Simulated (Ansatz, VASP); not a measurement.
**Two plane-wave programs on Al2O3**

File INCAR:

```
  ALGO = Normal
  EDIFF = 1E-6
  ENCUT = 520
  ISIF = 2
  ISMEAR = 0
  LASPH = T
  LCHARG = F
  LREAL = F
  LWAVE = F
  NBANDS = 20
  NELM = 80
  PREC = Accurate
  SIGMA = 0.05
```

KPOINTS

```
k-points
0
Gamma
  12 12 4
```

The input POSCAR:

```
Al2O3
1.0
    3.1381818458      0.0000000000      0.0000000000
   -1.5690909229      2.7177452001      0.0000000000
    0.0000000000      0.0000000000      7.5746360022
Al O
2 3
Direct
    0.0000000000      0.0000000000      0.2779510000
    0.0000000000      0.0000000000      0.7220490000
    0.3333333333      0.6666666667      0.1994540000
    0.6666666667      0.3333333333      0.8005460000
    0.0000000000      0.0000000000      0.5000000000
```

Input for Ansatz:

```yaml
crystal:
  lattice:
    - [3.1381818458, 0.0, 0.0]
    - [-1.5690909229, 2.7177452001, 0.0]
    - [0.0, 0.0, 7.5746360022]
  atoms:
    - { symbol: Al, position: [0.0, 0.0, 0.277951] }
    - { symbol: Al, position: [0.0, 0.0, 0.722049] }
    - { symbol: O, position: [0.3333333333, 0.6666666667, 0.199454] }
    - { symbol: O, position: [0.6666666667, 0.3333333333, 0.800546] }
    - { symbol: O, position: [0.0, 0.0, 0.5] }
basis:
  ecutwfc: 420
kpoints:
  mp_grid: { grid: [12, 12, 4] }
hamiltonian:
  xc: lda
scf:
  occupations: { method: gaussian, width: 0.05 }
output:
  forces: true
  stress: true
  eigenvalues: true
```

Change from the starting cell: strain +0.040 along x and y, +0.000 along z, atoms carried along.

Alike in both runs: task single point; functional LDA; k mesh 12 × 12 × 4; occupations gaussian, width 0.05 eV; no spin polarisation.

```csv
,VASP,Ansatz
version,VASP 6.6.1,Ansatz 0.2.0
potentials or method,"VASP PAW LDA potentials, release 64 (Al, O), cutoff 520 eV","scalar-relativistic, plane waves, PAW"
valence electrons in the cell,24,24
```

```tsv
	VASP	Ansatz	Ansatz less VASP
gap on the k mesh at the Fermi level (eV)	2.03	2.05	+0.018
least direct gap on the mesh (eV)	2.03	2.05	+0.018
pressure (GPa)	-16.3	-16.8	-0.54
traceless stress, the component that is largest in VASP (GPa)	8.59	8.00	-0.596
rms of the force components (eV/Å)	0.360	0.350	-0.0094
```

LDA's correlation is that of Perdew and Zunger in VASP and of Perdew and Wang (1992) in Ansatz. Atom by atom the forces differ by 0.046 eV/Å (rms over components).
